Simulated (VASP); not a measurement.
# Si (Imma) in VASP: single point with r2SCAN

Aim: the single point of Si with r2SCAN.

Program: VASP 6.6.1. These are calculated values, not measurements. Logs are shortened: lines on timing, memory, paths and dates and some standing lists are left out, and cuts for length are marked.

### 1 The cell of the first run

Symmetry: Imma, No. 74, orthorhombic system. The conventional cell has a = 3.482 Å, b = 4.222 Å, c = 4.925 Å, α = 90.00°, β = 90.00°, γ = 90.00°. Within 3.0 Å of Si (site symmetry mm2) lie 4 Si at 2.27 to 2.34 Å.

### 2 Single point, r2SCAN

The input, POSCAR:

```
Si
1.0
    3.4824432607      0.0000000000      0.0000000000
    0.0000000000      4.9249184894      0.0000000000
    0.0000000000      0.0000000000      4.2216895945
Si
4
Direct
    0.0000000000      0.0234710178      0.0000000000
    0.5000000000      0.5234710178      0.5000000000
    0.0000000000      0.2265289822      0.5000000000
    0.5000000000      0.7265289822      0.0000000000
```

The input, INCAR.step1:

```
SYSTEM = Si
PREC = Accurate
ENCUT = 550
ISMEAR = 0
SIGMA = 0.1
LREAL = .False.
LASPH = .True.
NELM = 120
NBANDS = 16
GGA = PE
ALGO = Normal
EDIFF = 1E-5
LWAVE = .True.
LCHARG = .False.
GGA_COMPAT = .False.
```

The input, INCAR.step2:

```
SYSTEM = Si
PREC = Accurate
ENCUT = 550
EDIFF = 1E-6
ISMEAR = 0
SIGMA = 0.1
LREAL = .False.
LASPH = .True.
NELM = 120
ALGO = Normal
ISIF = 2
LWAVE = .False.
LCHARG = .True.
METAGGA = R2SCAN
LMIXTAU = .True.
LELF = .True.
LVHAR = .True.
NBANDS = 16
ISTART = 1
GGA_COMPAT = .False.
```

The input, KPOINTS:

```
Automatic mesh
0
Gamma
  12 8 10
  0 0 0
```

Potentials or basis: VASP PAW PBE potentials, release 64 (Si).

The run is started by

```
$ cat potpaw_PBE.64/Si/POTCAR > POTCAR
$ cp INCAR.step1 INCAR
$ mpirun -np 1 vasp_std > vasp.out
$ cp INCAR.step2 INCAR
$ mpirun -np 1 vasp_std > vasp.out
```

OUTCAR:

```text
SYSTEM = Si
   PREC = Accurate
   ENCUT = 550
   EDIFF = 1E-6
   ISMEAR = 0
   LREAL = .False.
   LASPH = .True.
   NELM = 120
   ISIF = 2
   METAGGA = R2SCAN
   ISTART = 1

 ion  position               nearest neighbor table
   1  0.000  0.023  0.000-   4 2.27   4 2.27   3 2.34   3 2.34
   2  0.500  0.523  0.500-   3 2.27   3 2.27   4 2.34   4 2.34
   3  0.000  0.227  0.500-   2 2.27   2 2.27   1 2.34   1 2.34
   4  0.500  0.727  0.000-   1 2.27   1 2.27   2 2.34   2 2.34

  LATTYP: Found a simple orthorhombic cell.
 ALAT       =     3.4824432607
 B/A-ratio  =     1.2122780699
 C/A-ratio  =     1.4142135624

  Lattice vectors:

 A1 = (  -3.4824432607,   0.0000000000,   0.0000000000)
 A2 = (   0.0000000000,   0.0000000000,   4.2216895945)
 A3 = (   0.0000000000,   4.9249184894,   0.0000000000)

Analysis of symmetry for initial positions (statically):
=====================================================================
 Subroutine PRICEL returns following result:

  LATTYP: Found a body centered orthorhombic cell.
 ALAT       =     3.4824432607
 B/A-ratio  =     1.2122780699
 C/A-ratio  =     1.4142135624

  Lattice vectors:

 A1 = (   1.7412216304,   2.4624592447,   2.1108447972)
 A2 = (  -1.7412216304,   2.4624592447,  -2.1108447972)
 A3 = (  -1.7412216304,  -2.4624592447,   2.1108447972)

   2 primitive cells build up your supercell.

 Routine SETGRP: Setting up the symmetry group for a
 simple orthorhombic supercell.

 Subroutine GETGRP returns: Found  8 space group operations
 (whereof  4 operations were pure point group operations)
 out of a pool of  8 trial point group operations.

The static configuration has the point symmetry C_2v.
 The point group associated with its full space group is D_2h.

Analysis of symmetry for dynamics (positions and initial velocities):
=====================================================================
 Subroutine PRICEL returns following result:

  LATTYP: Found a body centered orthorhombic cell.
 ALAT       =     3.4824432607
 B/A-ratio  =     1.2122780699
 C/A-ratio  =     1.4142135624

  Lattice vectors:

 A1 = (   1.7412216304,   2.4624592447,   2.1108447972)
 A2 = (  -1.7412216304,   2.4624592447,  -2.1108447972)
 A3 = (  -1.7412216304,  -2.4624592447,   2.1108447972)

   2 primitive cells build up your supercell.

 Routine SETGRP: Setting up the symmetry group for a
[... 99 lines left out ...]
   ISTART =      1    job   : 0-new  1-cont  2-samecut
   ICHARG =      0    charge: 1-file 2-atom 10-const
   ISPIN  =      1    spin polarized calculation?
   LNONCOLLINEAR =      F non collinear calculations
   LSORBIT =      F    spin-orbit coupling
   LASPH  =      T    aspherical Exc in radial PAW
   ENCUT  =  550.0 eV  40.42 Ry    6.36 a.u.   6.66  9.42  8.07*2*pi/ulx,y,z
   NELM   =    120;   NELMIN=  2; NELMDL=  0     # of ELM steps
   EDIFF  = 0.1E-05   stopping-criterion for ELM
   LREAL  =      F    real-space projection
[... 7 lines left out ...]
   TEBEG  =    0.0;   TEEND  =   0.0 temperature during run
   PSTRESS=    0.0 pullay stress
   NELECT =      16.0000    total number of electrons
   NUPDOWN=      -1.0000    fix difference up-down
   EMIN   =  10.00;   EMAX   =-10.00  energy-range for DOS
   EFERMI =   0.00;   METHOD = LEGACY
   ISMEAR =     0;   SIGMA  =   0.10  broadening in eV -4-tet -1-fermi 0-gaus
   EFERMI_NEDOS =   21; number of points for ismear=-14 and -15
   IALGO  =     38    algorithm
   IMIX   =      4    mixing-type and parameters
     AMIX     =   0.40;   BMIX     =  1.00
     AMIX_MAG =   1.60;   BMIX_MAG =  1.00
  volume/ion in A,a.u.               =      18.10       122.15
  Fermi-wavevector in a.u.,A,eV,Ry     =   0.989749  1.870354 13.328306  0.979603
  Thomas-Fermi vector in A             =   2.121370
   LORBIT       =      0    0 simple, 1 ext, 2 COOP (PROOUT), +10 PAW based schemes
   METAGGA = R2SCAN    functional components
   LHFCALC =     F    Hartree Fock is set to
   AEXX    =    0.0000 exact exchange contribution
   IVDW    =     0    specifies the selected vdW correction
   LEPSILON=     F    determine dielectric tensor
   LRPA    =     F    only Hartree local field effects (RPA)
 non-spin polarized calculation
 Gauss-broadening in eV      SIGMA  =   0.10
  energy-cutoff  :      550.00
  volume of cell :       72.41
 maximum number of plane-waves:      2147
 NGX is ok and might be reduce to    28
   NGX = 13   NGY = 19   NGZ = 17

 number of electron      16.0000000 magnetization

 Free energy of the ion-electron system (eV)
  ---------------------------------------------------
  ext. energy  EPLUGINS =         0.00000000
  ---------------------------------------------------
  free energy    TOTEN  =       -34.14336081 eV

  energy without entropy =      -34.14007439  energy(sigma->0) =      -34.14171760

 E-fermi :   6.7017     XC(G=0): -10.3396

 val. band max:        6.6922392876   @ k =   0.0000   0.2500   0.4000
 cond. band min:       6.7042554036   @ k =   0.0000   0.3750   0.0000
 fundamental gap:      0.0120161160
 Fermi energy:         6.7017015430

 k-point     1 :       0.0000    0.0000    0.0000
  band No.  band energies     occupation
      1      -6.4149      2.00000
      2      -1.5643      2.00000
      3      -0.9177      2.00000
      4       1.8562      2.00000
      5       4.7421      2.00000
      6       5.3555      2.00000
[... 433 lines left out ...]
      3       1.8808      2.00000
      4       2.8384      2.00000
      5       3.7057      2.00000
      6       3.9421      2.00000
[... 8 lines left out ...]
     15      13.2614      0.00000
     16      13.8523      0.00000

 [... further k-points ...]

------------------------ aborting loop because EDIFF is reached ----------------------------------------

  FORCE on cell =-STRESS in cart. coord.  units (eV):
  Direction    XX          YY          ZZ          XY          YZ          ZX
  --------------------------------------------------------------------------------------
  -------------------------------------------------------------------------------------
  Total        7.5485498      5.2837815     -1.2066547      0.0000000      0.0000000      0.0000000
  in kB      167.0339352    116.9192536    -26.7007946      0.0000000      0.0000000      0.0000000
  external PRESSURE =      85.7507981 kB  Pullay stress =       0.0000000 kB

 VOLUME and BASIS-vectors are now :
 -----------------------------------------------------------------------------
  energy-cutoff  :      550.00
  volume of cell :       72.41
      direct lattice vectors                 reciprocal lattice vectors
     3.482443261  0.000000000  0.000000000     0.287154714  0.000000000  0.000000000
     0.000000000  4.924918489  0.000000000     0.000000000  0.203049046  0.000000000
     0.000000000  0.000000000  4.221689594     0.000000000  0.000000000  0.236871986

 POSITION                                       TOTAL-FORCE (eV/Angst)
 -----------------------------------------------------------------------------------
      0.00000      0.11559      0.00000         0.000000     -0.207397      0.000000
      1.74122      2.57805      2.11084         0.000000     -0.207397      0.000000
      0.00000      1.11564      2.11084         0.000000      0.207397     -0.000000
      1.74122      3.57810      0.00000         0.000000      0.207397     -0.000000
 -----------------------------------------------------------------------------------
    total drift:                               -0.000000     -0.000000      0.000000

  FREE ENERGIE OF THE ION-ELECTRON SYSTEM (eV)
  ---------------------------------------------------
  free  energy   TOTEN  =       -34.1433608108 eV

  energy  without entropy=      -34.1400743915  energy(sigma->0) =      -34.14171760
```

OSZICAR.step1:

```text
N       E                     dE             d eps       ncg     rms          rms(c)
DAV:   1     0.257088782108E+02    0.25709E+02   -0.61933E+03  6720   0.847E+02
DAV:   2    -0.195496973878E+02   -0.45259E+02   -0.40881E+02  9096   0.125E+02
DAV:   3    -0.213015309076E+02   -0.17518E+01   -0.17382E+01  8992   0.222E+01
DAV:   4    -0.213190916396E+02   -0.17561E-01   -0.17558E-01  8392   0.289E+00
DAV:   5    -0.213193463492E+02   -0.25471E-03   -0.25470E-03  9088   0.328E-01    0.748E+00
DAV:   6    -0.209196123214E+02    0.39973E+00   -0.21828E-01  8184   0.241E+00    0.447E+00
DAV:   7    -0.207949824081E+02    0.12463E+00   -0.31247E-01  8496   0.281E+00    0.611E-01
DAV:   8    -0.207935427821E+02    0.14396E-02   -0.40175E-02  7680   0.117E+00    0.277E-01
DAV:   9    -0.207938350464E+02   -0.29226E-03   -0.30637E-03  8248   0.345E-01    0.129E-01
DAV:  10    -0.207934205460E+02    0.41450E-03   -0.59590E-04  8136   0.147E-01    0.357E-02
DAV:  11    -0.207934092946E+02    0.11251E-04   -0.19590E-04  8784   0.703E-02    0.306E-02
DAV:  12    -0.207934102634E+02   -0.96879E-06   -0.15457E-05  6424   0.228E-02
   1 F= -.20793410E+02 E0= -.20791466E+02  d E =-.388862E-02
```

It took 16 min on 1 thread of Oxide Virtual Turin-like, shared host; peak memory 0.28 GiB.

What came out:

```
Free energy            : -34.1434 eV
Pressure               : 8.6 GPa
Largest force          : 0.207 eV/Å
Band gap on the k mesh : zero (bands 8 and 9 overlap by 1.28 eV)
```

Forces on the atoms (eV/Å):
```
Si   0.000 -0.207  0.000
Si   0.000 -0.207  0.000
Si   0.000  0.207  0.000
Si   0.000  0.207  0.000
```

Caveat: the stress differs along the axes, from -3 to 17 GPa; the PAW data sets were made with another functional, which shifts forces and pressure a little.
